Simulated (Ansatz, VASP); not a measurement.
## GaP: VASP beside Ansatz

```
CELL_PARAMETERS angstrom
0.00000 2.77979 2.77979
2.77979 0.00000 2.77979
2.77979 2.77979 0.00000
ATOMIC_POSITIONS crystal
Ga 0.00000 0.00000 0.00000
P 0.25000 0.25000 0.25000
```

Alike in both runs: task single point; functional PBE; k mesh 8 × 8 × 8; occupations gaussian, width 0.02 eV; no spin polarisation.

|  | VASP | Ansatz |
| --- | --- | --- |
| version | VASP 6.6.1 | Ansatz 0.2.0 |
| potentials or method | VASP PAW PBE potentials, release 64 (Ga_d, P), cutoff 520 eV | scalar-relativistic, plane waves, PAW |
| valence electrons in the cell | 18 | 18 |

|  | VASP | Ansatz | Ansatz less VASP |
| --- | --- | --- | --- |
| gap on the k mesh at the Fermi level (eV) | 1.34 | 1.34 | +0.003 |
| least direct gap on the mesh (eV) | 1.34 | 1.34 | +0.003 |
| pressure (GPa) | -2.1 | -2.1 | +0.06 |

With one functional, cell and mesh, what is left measures potentials, basis and numerics.
